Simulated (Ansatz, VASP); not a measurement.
**CsCaBr3: VASP beside Ansatz**

```xyz
5
Lattice="6.0265 0.0000 0.0000 0.0000 6.0265 0.0000 0.0000 0.0000 5.1225" Properties=species:S:1:pos:R:3 pbc="T T T"
Cs    0.0000    0.0000    0.0000
Ca    3.0132    3.0132    2.5612
Br    3.0132    0.0000    2.5612
Br    0.0000    3.0132    2.5612
Br    3.0132    3.0132    0.0000
```

Alike in both runs: task single point; functional LDA; k mesh 6 × 6 × 6; occupations gaussian, width 0.05 eV; no spin polarisation.

|  | VASP | Ansatz |
| --- | --- | --- |
| version | VASP 6.6.1 | Ansatz 0.2.0 |
| potentials or method | VASP PAW LDA potentials, release 64 (Cs_sv, Ca_sv, Br), cutoff 520 eV | scalar-relativistic, plane waves, PAW |
| valence electrons in the cell | 40 | 40 |

VASP gave:

- gap on the k mesh at the Fermi level (eV): 3.95
- least direct gap on the mesh (eV): 4.11
- pressure (GPa): -0.8
- traceless stress, the component that is largest in VASP (GPa): 5.18

Task: Estimate Ansatz's values.

Result: gap on the k mesh at the Fermi level (eV): 3.94; least direct gap on the mesh (eV): 4.11; pressure (GPa): -0.9; traceless stress, the component that is largest in VASP (GPa): 5.09.

LDA's correlation is that of Perdew and Zunger in VASP and of Perdew and Wang (1992) in Ansatz.

Neither program's run includes spin-orbit coupling.
